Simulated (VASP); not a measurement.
Input of a VASP 6.6.1 run:

INCAR

```
SYSTEM = ZnS
PREC     = Accurate       ! precision mode
ENCUT    = 520            ! plane-wave cutoff, eV
EDIFF    = 1E-6           ! SCF threshold, eV
ISMEAR   = 0              ! smearing method
SIGMA    = 0.05           ! smearing width, eV
LREAL    = .FALSE.        ! projectors in reciprocal space
LASPH    = .TRUE.         ! aspherical terms in the spheres
NELM     = 60             ! most SCF steps
ALGO     = Normal         ! electronic algorithm
ISIF     = 2              ! what is computed and relaxed
LWAVE    = .FALSE.        ! write WAVECAR
LCHARG   = .TRUE.         ! write CHGCAR
GGA      = PE             ! functional
LELF     = .TRUE.         ! ELF
LVHAR    = .TRUE.       
NBANDS   = 26             ! bands
```

The input KPOINTS:

```
Automatic mesh
0
G
  12 12 4
  0 0 0
```

File POSCAR:

```
ZnS
1.0
    3.8454929889      0.0000000000      0.0000000000
   -1.9227464944      3.3302946184      0.0000000000
    0.0000000000      0.0000000000      6.3053333047
Zn S
2 2
Direct
    0.3842482291      0.6921241146      0.0147999046
    0.6666666667      0.3333333333      0.5052197899
    0.3333333333      0.6666666667      0.3797802101
    0.6666666667      0.3333333333      0.8797802101
```

Potentials or basis: VASP PAW PBE potentials, release 64 (Zn, S).

Run with:

```console
$ cat potpaw_PBE.64/Zn/POTCAR potpaw_PBE.64/S/POTCAR > POTCAR
$ mpirun -np 1 vasp_std > vasp.out
```

Question: What does it give for the band gap on the k mesh?

Answer: 1.99 eV, direct.

Question: What does it give for the largest force?

Answer: 0.677 eV/Å.

Question: What does it give for the pressure?

Answer: 0.5 GPa.

Stress tensor (GPa, compression positive):
```
-0.15 -0.77 -0.62
-0.77  0.74 -0.36
-0.62 -0.36  0.99
```

Caveat: the cell differs from its parent crystal (atom 1 (Zn) moved -0.180 Å towards its neighbour atom 4 (S) at 2.357 Å). A k mesh can miss the band edges.
